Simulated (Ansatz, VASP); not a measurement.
WC: VASP beside Ansatz

```
W C
1.0
     2.90050    0.00000    0.00000
    -1.45025    2.51191    0.00000
     0.00000    0.00000    2.71584
W C
1 1
Cartesian
  0.0000 0.0000 0.0000
  1.4503 0.8373 1.3579
```

Change from the starting cell: strain +0.000 along x and y, -0.040 along z, atoms carried along.

Alike in both runs: task single point; functional PBE; k mesh 18 × 18 × 16; occupations gaussian, width 0.15 eV; no spin polarisation.

|  | VASP | Ansatz |
| --- | --- | --- |
| version | VASP 6.6.1 | Ansatz 0.2.0 |
| potentials or method | VASP PAW PBE potentials, release 64 (W_sv, C), cutoff 520 eV | scalar-relativistic, plane waves, PAW |
| valence electrons in the cell | 18 | 18 |

|  | VASP | Ansatz | Ansatz less VASP |
| --- | --- | --- | --- |
| gap on the k mesh at the Fermi level (eV) | none | none | - |
| pressure (GPa) | 31.1 | 29.7 | -1.45 |
| traceless stress, the component that is largest in VASP (GPa) | 24.86 | 24.53 | -0.337 |

A gap of «none» marks a metal or a gap that the smearing closes. Both programs put the cell under a high pressure, so it lies far from rest at this level.

Neither program's run includes spin-orbit coupling.
